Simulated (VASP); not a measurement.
A run of VASP 6.6.1 is set up as follows.

INCAR

```
SYSTEM = Al
PREC = Accurate
ENCUT = 520
EDIFF = 1E-6
ISMEAR = 0
SIGMA = 0.05
LREAL = Auto
LASPH = .TRUE.
NELM = 80
ALGO = Normal
ISIF = 2
LWAVE = .FALSE.
LCHARG = .FALSE.
GGA = PS
NBANDS = 72
```

KPOINTS

```
Automatic mesh
0
G
  3 3 3
  0 0 0
```

Contents of POSCAR:

```
Al
1.0
    8.1000000000      0.0000000000      0.0000000000
    0.0000000000      8.1000000000      0.0000000000
    0.0000000000      0.0000000000      8.1000000000
Al
33
Direct
    0.4918959738      0.0081161372      0.0067334748
    0.7507936471      0.2498442679     -0.0099630679
    0.7507648017     -0.0135491365      0.2489627165
    0.0073179880      0.0069613170      0.0056181777
    0.2488852752      0.2508002645     -0.0814923175
    0.4927528876      0.4923943480      0.0059030387
    0.7493828488      0.7504265701     -0.0019675560
    0.2487875411     -0.0569271629      0.2586955265
    0.5576844899      0.2508749199      0.2586921382
    0.7507568498      0.5141659163      0.2489564607
    0.5007154835     -0.0007203832      0.4996600842
    0.7507664407      0.2498269115      0.5163699004
    0.7493600277     -0.0046849765      0.7551280768
    0.0064101223      0.4936002121      0.0047636903
    0.2501600917      0.7493695775     -0.0099403961
   -0.0516089920      0.2508782331      0.2586553478
    0.2487840932      0.5523023634      0.2586703092
    0.5133741424      0.7493905341      0.2489640985
   -0.0014818881     -0.0016996831      0.5007635505
    0.2489552226      0.2507495344      0.5345912089
    0.5014502899      0.5012266723      0.5004915435
    0.7493618884      0.7504433908      0.5066184899
    0.2501736823     -0.0158515552      0.7443370325
    0.5157055335      0.2498340946      0.7443302880
    0.7493501124      0.5050227085      0.7551466617
   -0.0142877651      0.7493986214      0.2489548665
   -0.0022066676      0.5021959470      0.5015637134
    0.2501837105      0.7493905855      0.5163527315
   -0.0165429546      0.2498369384      0.7443750212
    0.2501709440      0.5164102656      0.7443715626
    0.5045768043      0.7504430236      0.7551246833
   -0.0051216622      0.7504528784      0.7551479140
    0.2542297769      0.2467939443      0.2176502198
```

Potentials or basis: VASP PAW PBE potentials, release 64 (Al).

Launch:

```sh
$ cat potpaw_PBE.64/Al/POTCAR > POTCAR
$ mpirun -np 1 vasp_std > vasp.out
```

Problem. Estimate the largest force.

Solution. 0.014 eV/Å.

Problem. What does it give for the pressure?

Solution. 3.3 GPa.

Stress tensor (GPa, compression positive):
```
 3.13  0.00  0.03
 0.00  3.12 -0.02
 0.03 -0.02  3.59
```

Caveat: the PAW data sets were made with another functional, which shifts forces and pressure a little.
